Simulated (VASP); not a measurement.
A run of VASP 6.6.1 is set up as follows.

File INCAR:

```
SYSTEM = ZnCu
PREC = Accurate
ENCUT = 520
EDIFF = 1E-6
ISMEAR = -1
SIGMA = 0.1
LREAL = .False.
LASPH = .True.
NELM = 100
ALGO = Normal
ISIF = 2
LWAVE = .False.
LCHARG = .True.
GGA = PS
LELF = .True.
LVHAR = .True.
NBANDS = 18
```

File KPOINTS:

```
regular mesh
0
Gamma
  8 8 5
  0 0 0
```

Contents of POSCAR:

```
ZnCu
1.0
    1.5192949288     -2.0250779332      0.0000000000
    1.5192949288      2.0250779332      0.0000000000
    0.0000000000      0.0000000000      4.0159609491
Zn Cu
1 1
Direct
    0.5000000000      0.5000000000      0.5000000000
    0.0000000000      0.0000000000      0.0000000000
```

Potentials or basis: VASP PAW PBE potentials, release 64 (Zn, Cu).

Command:

```console
$ cat potpaw_PBE.64/Zn/POTCAR potpaw_PBE.64/Cu/POTCAR > POTCAR
$ mpirun -np 1 vasp_std > vasp.out
```

Q: Estimate the pressure.

A: 0.7 GPa.

Stress tensor (GPa, compression positive):
```
0.66 0.00 0.00
0.00 0.70 0.00
0.00 0.00 0.84
```

Caveat: the PAW data sets were made with another functional, which shifts forces and pressure a little.
